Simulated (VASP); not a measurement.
Runs of VASP 6.6.1 on Co. The structure is that of space group P6_3/mmc (No. 194), or close to it. The cells are those of the table. 

| cell | k mesh | smearing | gap on the mesh (eV) | pressure (GPa) | moment (μB) |
| --- | --- | --- | --- | --- | --- |
| a = 2.431, b = 2.431, c = 3.928 Å, angles 90.0, 90.0, 120.0°, 2 atoms | 18 × 18 × 10 | gaussian 0.1 eV | none | 18.8 | 3.10 |
| a = 2.487, b = 2.487, c = 4.063 Å, angles 90.0, 90.0, 120.0°, 2 atoms | 12 × 12 × 4 | gaussian 0.1 eV | none | 0.6 | (b) |
| a = 2.492, b = 2.492, c = 4.034 Å, angles 90.0, 90.0, 120.0°, 2 atoms | 18 × 18 × 8 | gaussian 0.15 eV | none | -0.6 | 3.19 |
| a = 2.459, b = 2.459, c = 3.976 Å, angles 90.0, 90.0, 120.0°, 2 atoms | 18 × 18 × 10 | gaussian 0.1 eV | none | 9.0 | 3.15 |
| a = 2.492, b = 2.492, c = 4.034 Å, angles 90.0, 90.0, 120.0°, 2 atoms | 18 × 18 × 10 | gaussian 0.1 eV | none | -0.7 | 3.19 |
| a = 2.485, b = 2.485, c = 4.021 Å, angles 90.0, 90.0, 120.0°, 2 atoms | 18 × 18 × 10 | gaussian 0.1 eV | none | 1.3 | (a) |
| a = 2.475, b = 2.475, c = 4.003 Å, angles 90.0, 90.0, 120.0°, 2 atoms | 18 × 18 × 10 | gaussian 0.1 eV | none | 4.2 | 3.17 |

Alike in all rows: task single point; level PBE; potentials or basis VASP PAW PBE potentials, release 64 (Co); spin collinear, ferromagnetic start; cutoff (eV) 520.

Q: Fill in the values left out.

A: (a) 3.18; (b) 3.34.

Caveats: some runs use coarse meshes.

A gap of «none» marks levels without a gap at the run's occupations.
